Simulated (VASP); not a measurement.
**Si: single point with r2SCAN**

Crystal: Si.

```xyz
2
Lattice="0.0000 2.5270 2.5270 2.5270 0.0000 2.5270 2.5270 2.5270 0.0000" Properties=species:S:1:pos:R:3 pbc="T T T"
Si    3.7905    3.7905    3.7905
Si    2.5270    2.5270    2.5270
```

This cell differs from its parent crystal: volume scaled by 0.800.

* Program: VASP 6.6.1
* Task: single point
* Functional: r2SCAN
* Potentials or basis: VASP PAW PBE potentials, release 64 (Si)
* Cutoff: 520 eV
* k mesh: 16 × 16 × 16
* Occupations: gaussian, width 0.05 eV
* Spin: no spin polarisation

| Property | Result |
| --- | --- |
| Pressure | 33.7 GPa |
| Band gap on the k mesh | 0.31 eV, indirect (least direct gap 2.82 eV) |

Levels at points of the mesh, in eV from the valence-band top:
```tsv
k point	band 1	band 2	band 3	band 4	band 5	band 6	band 7	band 8	band 9
(0.00, 0.00, 0.00)	-14.22	0.00	0.00	0.00	2.82	2.82	2.82	6.82	8.18
(0.50, 0.00, 0.00)	-11.14	-8.48	-1.47	-1.47	2.71	3.40	3.40	8.67	11.74
(0.50, 0.50, 0.00)	-8.98	-8.98	-3.65	-3.65	0.41	0.41	12.36	12.36	12.97
```

Wall time 3 min on 1 thread of Intel(R) Xeon(R) Platinum 8488C (Sapphire Rapids), on a shared host, peak memory 0.18 GiB.

Caveat: the PAW data sets were made with another functional, which shifts forces and pressure a little. A k mesh can miss the band edges.
